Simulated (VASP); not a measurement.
Input of a VASP 6.6.1 run:

Contents of INCAR:

```
SYSTEM = YHg2
PREC = Accurate ; ENCUT = 520
EDIFF = 1E-6 ; ISMEAR = -1
SIGMA = 0.15 ; LREAL = .False.
LASPH = .True. ; NELM = 100
ALGO = Fast ; ISIF = 2
LWAVE = .False. ; LCHARG = .False.
GGA = CA ; NBANDS = 24
```

KPOINTS

```
regular mesh
0
Gamma
  12 12 12
  0 0 0
```

File POSCAR:

```
YHg2
1.0
    4.8058516485      0.0000000000      0.0000000000
   -2.4029258243      4.1619896144      0.0000000000
    0.0000000000      0.0000000000      3.4024489150
Y Hg
1 2
Direct
    0.0000000000      0.0000000000      0.0000000000
    0.3333333333      0.6666666667      0.5000000000
    0.6666666667      0.3333333333      0.5000000000
```

Potentials or basis: VASP PAW LDA potentials, release 64 (Y_sv, Hg).

Launch:

```sh
$ cat potpaw_LDA.64/Y_sv/POTCAR potpaw_LDA.64/Hg/POTCAR > POTCAR
$ mpirun -np 1 vasp_std > vasp.out
```

(1) Estimate the band gap on the k mesh.

(2) What does it give for the pressure?

Answers

(1) zero (an odd number of electrons rules out a gap without spin polarisation).

(2) -0.8 GPa.

Caveat: spin-orbit coupling is left out, which moves the levels of the heavy elements.
